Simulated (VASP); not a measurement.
Runs of VASP 6.6.1 on Bi. The structure is that of space group Im-3m (No. 229), or close to it. The cells are those of the table. 

```csv
task,cell,k mesh,cutoff (eV),smearing,k mesh for the DOS,occupations for the DOS,gap on the mesh (eV),pressure (GPa)
single point,"a = 3.362 Å, angles 109.5°, 1 atom",16 × 16 × 16,520,gaussian 0.1 eV,-,-,none,0.1
relaxation of cell and atoms,"relaxed to 10.1 GPa from a = 3.432 Å, angles 109.5°, 1 atom",8 × 8 × 8,600,gaussian 0.1 eV,-,-,none,9.8
single point,"a = 3.151 Å, angles 109.5°, 1 atom",8 × 8 × 8,500,gaussian 0.1 eV,-,-,none,(a)
single point,"a = 3.234 Å, angles 109.5°, 1 atom",8 × 8 × 8,520,gaussian 0.1 eV,-,-,none,10.3
single point,"a = 3.035 Å, angles 109.5°, 1 atom",16 × 16 × 16,520,fermi-dirac 0.1 eV,-,-,none,41.2
single point,"a = 3.233 Å, angles 109.5°, 1 atom",16 × 16 × 16,520,fermi-dirac 0.1 eV,-,-,none,10.3
```

Alike in all rows: level LDA; potentials or basis VASP PAW LDA potentials, release 64 (Bi_d); no spin polarisation.

**Question.** Estimate the missing entries.

**Answer.** (a) 20.5.

Caveats: spin-orbit coupling is left out, which moves the levels of the heavy elements; the cell is relaxed towards a set pressure, so the enthalpy falls and the energy may rise (some runs).

A k mesh can miss the band edges, and the runs leave out spin-orbit coupling on Bi.

A gap of «none» marks levels without a gap at the run's occupations.
